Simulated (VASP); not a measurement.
A run of VASP 6.6.1:

File INCAR:

```
PREC = Accurate
ENCUT = 520
EDIFF = 1E-6
ISMEAR = -1
SIGMA = 0.05
LREAL = F
LASPH = T
NELM = 80
ALGO = Normal
ISIF = 2
LWAVE = F
LCHARG = F
GGA = PS
NBANDS = 12
```

File KPOINTS:

```
Automatic mesh
0
Gamma
  11 11 11
```

POSCAR

```
Au
1.0
   -1.5743810016      1.5743810016      1.5743810016
    1.5743810016     -1.5743810016      1.5743810016
    1.5743810016      1.5743810016     -1.5743810016
Au
1
Direct
    0.0000000000      0.0000000000      0.0000000000
```

Potentials or basis: VASP PAW PBE potentials, release 64 (Au).

Command:

```sh
$ cat potpaw_PBE.64/Au/POTCAR > POTCAR
$ mpirun -np 1 vasp_std > vasp.out
```

Hardware: 1 thread of Intel Xeon 6975P-C, on a shared host.

Q: How long does it take, and how much memory?

A: It took 4.5 s on 1 thread of Intel Xeon 6975P-C (shared host), peak memory 0.13 GiB. Counts: scf iterations 11, k points 56.
